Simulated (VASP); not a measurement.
Here is a VASP 6.6.1 calculation.

The input INCAR:

```
  ALGO = Normal
  EDIFF = 1E-7
  EDIFFG = -0.02
  ENCUT = 600
  GGA = CA
  IBRION = 2
  ISIF = 3
  ISMEAR = 1
  LASPH = T
  LCHARG = F
  LREAL = F
  LWAVE = F
  NELM = 100
  NSW = 60
  PREC = Accurate
  SIGMA = 0.1
```

KPOINTS

```
k-points
0
Gamma
  9 9 5
```

Contents of POSCAR:

```
TiW
1.0
    1.5937252200     -2.2546343400      0.0000000000
    1.5937252200      2.2546343400      0.0000000000
    0.0000000000      0.0000000000      4.4681168000
Ti W
1 1
Direct
    0.0000000000      0.0000000000      0.0000000000
    0.5000000000      0.5000000000      0.5000000000
```

Potentials or basis: VASP PAW LDA potentials, release 64 (Ti_sv, W_sv).

Command:

```console
$ cat potpaw_LDA.64/Ti_sv/POTCAR potpaw_LDA.64/W_sv/POTCAR > POTCAR
$ mpirun -np 1 vasp_std > vasp.out
```

Problem. What does it give for the band gap on the k mesh?

Solution. Zero (band 13 reaches 11.39 eV, above the bottom of band 14 at 9.55 eV).

Problem. What does it give for the space group after relaxing (to 0.05 Å)?

Solution. Cmmm (No. 65).

Problem. Estimate the relaxed volume.

Solution. 15.26 Å³/atom.

Problem. Predict the relaxed cell.

Solution. a = 2.741 Å, b = 2.741 Å, c = 4.347 Å, α = 90.00°, β = 90.00°, γ = 110.82°.

The path:
| step | energy change (eV) | largest force (eV/Å) | pressure (GPa) | volume (Å³) |
| --- | --- | --- | --- | --- |
| 1 | 0.0000 | 0.0000 | -9.75 | 32.11 |
| 2 | 0.1512 | 0.0000 | 25.10 | 27.78 |
| 3 | -0.0500 | 0.0000 | -0.24 | 30.61 |
| 4 | -0.0501 | 0.0000 | 0.10 | 30.56 |
| 5 | -0.0500 | 0.0000 | 0.33 | 30.53 |
| 6 | -0.0533 | 0.0000 | 0.29 | 30.51 |
| 7 | -0.0540 | 0.0000 | 0.29 | 30.50 |
| 8 | -0.0540 | 0.0000 | 0.30 | 30.50 |
| 9 | -0.0541 | 0.0000 | -0.63 | 30.62 |
| 10 | -0.0542 | 0.0000 | -0.29 | 30.58 |
| 11 | -0.0543 | 0.0000 | 0.02 | 30.53 |

Caveat: spin-orbit coupling is left out, which moves the levels of the heavy elements.
